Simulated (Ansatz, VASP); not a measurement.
# One calculation of Sr2CdP3, two programs

```
Sr Cd P
1.0
     5.21700    0.00000    0.00000
    -2.60850    4.51805    0.00000
     0.00000    0.00000    9.41958
Sr Cd P
2 1 3
Direct
  0.33333 0.66667 0.50000
  0.66667 0.33333 0.50000
  0.00000 0.00000 0.00000
  0.00000 0.00000 0.74323
  0.00000 0.00000 0.25677
  0.00000 0.00000 0.50000
```

Alike in both runs: functional PBE; k mesh 6 × 6 × 4; occupations gaussian, width 0.1 eV; no spin polarisation.

Ansatz relaxed the structure, and its values are those at the end. VASP's run is a single point on that final structure, the one shown.

|  | VASP | Ansatz |
| --- | --- | --- |
| version | VASP 6.6.1 | Ansatz 0.2.0 |
| potentials or method | VASP PAW PBE potentials, release 64 (Sr_sv, Cd, P), cutoff 520 eV | scalar-relativistic, plane waves, PAW |
| valence electrons in the cell | 47 | 55 |

|  | VASP | Ansatz | Ansatz less VASP |
| --- | --- | --- | --- |
| gap on the k mesh at the Fermi level (eV) | none | none | - |
| pressure (GPa) | 0.1 | 0.0 | -0.13 |
| rms of the force components (eV/Å) | 0.026 | 0.001 | -0.0245 |

A gap of «none» marks a metal or a gap that the smearing closes. The functional is the same, so the differences come from potentials, cutoffs and numerics. VASP's potentials hold 47 valence electrons a cell and Ansatz's 55, so a difference there can come from the potentials and not from the codes.
